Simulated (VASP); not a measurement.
Here is a VASP 6.6.1 calculation.

Contents of INCAR:

```
PREC = Accurate ; ENCUT = 520
EDIFF = 1E-6 ; ISMEAR = 0
SIGMA = 0.1 ; LREAL = F
LASPH = T ; NELM = 100
ALGO = Normal ; ISIF = 2
LWAVE = F ; LCHARG = F
GGA = PE ; NBANDS = 30
```

KPOINTS

```
regular mesh
0
Gamma
  4 4 4
```

Contents of POSCAR:

```
Cs4Br
1.0
    5.5388410200      0.0000000000      0.0000000000
    0.0000000000      5.5388410200      0.0000000000
    0.0000000000      0.0000000000      5.5388410200
Cs Br
4 1
Direct
    0.5000000000      0.0000000000      0.0000000000
    0.0000000000      0.5000000000      0.0000000000
    0.0000000000      0.0000000000      0.5000000000
    0.5000000000      0.5000000000      0.5000000000
    0.0000000000      0.0000000000      0.0000000000
```

Potentials or basis: VASP PAW PBE potentials, release 64 (Cs_sv, Br).

Launch:

```sh
$ cat potpaw_PBE.64/Cs_sv/POTCAR potpaw_PBE.64/Br/POTCAR > POTCAR
$ mpirun -np 1 vasp_std > vasp.out
```

Task: Predict the pressure.

Result: 23.5 GPa.

Caveat: an odd number of electrons without spin polarisation forces a metal; a magnetic or distorted state may lie lower.
